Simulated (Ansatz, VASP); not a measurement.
**CsH: VASP beside Ansatz**

POSCAR

```
CsH
1.0
    3.1731926501      3.1731926501      0.0000000000
   -3.1731926501      3.1731926501      0.0000000000
    0.0000000000      0.0000000000      6.7585600000
Cs H
2 2
Direct
    0.0000000000      0.0000000000      0.0000000000
    0.5000000000      0.5000000000      0.5000000000
    0.5000000000      0.5000000000      0.0000000000
    0.0000000000      0.0000000000      0.5000000000
```

Contents of INCAR.step1:

```
  PREC = Accurate
  ENCUT = 520
  ISMEAR = 0
  SIGMA = 0.02
  LREAL = F
  LASPH = T
  NELM = 60
  NBANDS = 18
  GGA = PE
  ALGO = Normal
  EDIFF = 1E-4
  LWAVE = T
  LCHARG = F
```

File INCAR.step2:

```
  PREC = Accurate
  ENCUT = 520
  EDIFF = 1E-6
  ISMEAR = 0
  SIGMA = 0.02
  LREAL = F
  LASPH = T
  NELM = 60
  ALGO = Normal
  ISIF = 2
  LWAVE = F
  LCHARG = F
  METAGGA = R2SCAN
  LMIXTAU = T
  NBANDS = 18
  ISTART = 1
```

The input KPOINTS:

```
Automatic mesh
0
Gamma
  6 6 4
```

Input for Ansatz:

```yaml
crystal:
  lattice:
    - [3.1731926501, 3.1731926501, 0.0]
    - [-3.1731926501, 3.1731926501, 0.0]
    - [0.0, 0.0, 6.75856]
  atoms:
    - { symbol: Cs, position: [0.0, 0.0, 0.0] }
    - { symbol: Cs, position: [0.5, 0.5, 0.5] }
    - { symbol: H, position: [0.5, 0.5, 0.0] }
    - { symbol: H, position: [0.0, 0.0, 0.5] }
basis:
  ecutwfc: 500
kpoints:
  mp_grid: { grid: [6, 6, 4] }
  band_path: { path: [VBM, CBM], npoints: 2 }
hamiltonian:
  xc: r2scan
scf:
  occupations: { method: gaussian, width: 0.02 }
output:
  forces: true
  stress: true
  eigenvalues: true
checkpoint:
  read: start.run
  write: ck
  compress: false
  write_wavefunctions: false
  write_every: 100000
```

Alike in both runs: task single point; functional r2SCAN; k mesh 6 × 6 × 4; occupations gaussian, width 0.02 eV; no spin polarisation.

|  | VASP | Ansatz |
| --- | --- | --- |
| version | VASP 6.6.1 | Ansatz 0.2.0 |
| potentials or method | VASP PAW PBE potentials, release 64 (Cs_sv, H), cutoff 520 eV | scalar-relativistic, plane waves, PAW |
| valence electrons in the cell | 20 | 20 |

VASP gave:

* gap on the k mesh at the Fermi level (eV): 2.70
* least direct gap on the mesh (eV): 2.70
* pressure (GPa): -0.3
* traceless stress, the component that is largest in VASP (GPa): -0.70

What did Ansatz give for the same quantities?

gap on the k mesh at the Fermi level (eV): 2.71; least direct gap on the mesh (eV): 2.71; pressure (GPa): -0.3; traceless stress, the component that is largest in VASP (GPa): -0.69.

VASP's potentials were made for PBE, not for r2SCAN. With one functional, cell and mesh, what is left measures potentials, basis and numerics.

Spin-orbit coupling is off throughout.
